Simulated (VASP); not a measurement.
Zr3PdSe4, 16 atoms in the cell. Symmetry: P6_3/mmc, No. 194, hexagonal system. Conventional cell: a = 7.401 Å, b = 7.401 Å, c = 6.949 Å, α = 90.00°, β = 90.00°, γ = 120.00°. Within 3.8 Å of Zr (site symmetry 2/m) lie 6 Se at 2.75 Å and 6 Zr at 3.47 to 3.70 Å and 2 Pd at 3.70 Å. Pd (site symmetry -3m) has 6 Se at 2.77 Å and 2 Pd at 3.47 Å and 6 Zr at 3.70 Å within 3.8 Å. Within 3.8 Å of Se (site symmetry -6m2) lie 6 Zr at 2.75 Å and 6 Se at 3.70 Å. Within 3.8 Å of Se (site symmetry mm2) lie 4 Zr at 2.75 Å and 2 Pd at 2.77 Å and 6 Se at 3.67 to 3.73 Å. 

* Program: VASP 6.6.1
* Task: single point
* Functional: PBE
* Potentials or basis: VASP PAW PBE potentials, release 64 (Zr_sv, Pd, Se)
* Cutoff: 500 eV
* k mesh: 3 × 3 × 4
* Occupations: gaussian, width 0.1 eV
* Spin: collinear spin
* Starting moments: [0.0, 0.0, 0.0, 0.0, 0.0, 0.0, 1.0, 1.0, 0.0, 0.0, 0.0, 0.0, 0.0, 0.0, 0.0, 0.0] μB
* Dipole correction: no
* Further INCAR settings: ALGO = Normal; EDIFF = 1e-06; NBANDS = 88

Potentials or basis: VASP PAW PBE potentials, release 64 (Zr_sv, Pd, Se).

Launch:

```bash
$ cat potpaw_PBE.64/Zr_sv/POTCAR potpaw_PBE.64/Pd/POTCAR potpaw_PBE.64/Se/POTCAR > POTCAR
$ mpirun -np 1 vasp_std > vasp.out
```

Hardware: 1 thread of Intel Xeon 8259CL, on a shared host.

**Question.** How long does it take, and how much memory?

**Answer.** It took 25 min on 1 thread of Intel Xeon 8259CL, with other jobs on the host, peak memory 0.74 GiB. Counts: scf iterations 17, k points 9.
